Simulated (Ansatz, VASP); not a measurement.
InP: VASP beside Ansatz

```xyz
2
Lattice="0.0000 2.9395 2.9395 2.9395 0.0000 2.9395 2.9395 2.9395 0.0000" Properties=species:S:1:pos:R:3 pbc="T T T"
In    0.0000    0.0000    0.0000
P     1.4697    1.4697    1.4697
```

Alike in both runs: task single point; functional PBEsol; k mesh 12 × 12 × 12; occupations gaussian, width 0.1 eV; non-collinear spin, spin-orbit coupling.

```csv
,VASP,Ansatz
version,VASP 6.6.1,Ansatz 0.2.0
potentials or method,"VASP PAW PBE potentials, release 64 (In_d, P), cutoff 500 eV","plane waves, PAW"
valence electrons in the cell,18,18
```

|  | VASP | Ansatz | Ansatz less VASP |
| --- | --- | --- | --- |
| pressure (GPa) | -0.1 | -0.1 | 0.00 |
| net moment per atom (μB) | 0.00 | 0.00 | 0.000 |

VASP's potentials were made for PBE, not for PBEsol, and Ansatz warns of the same on its side.
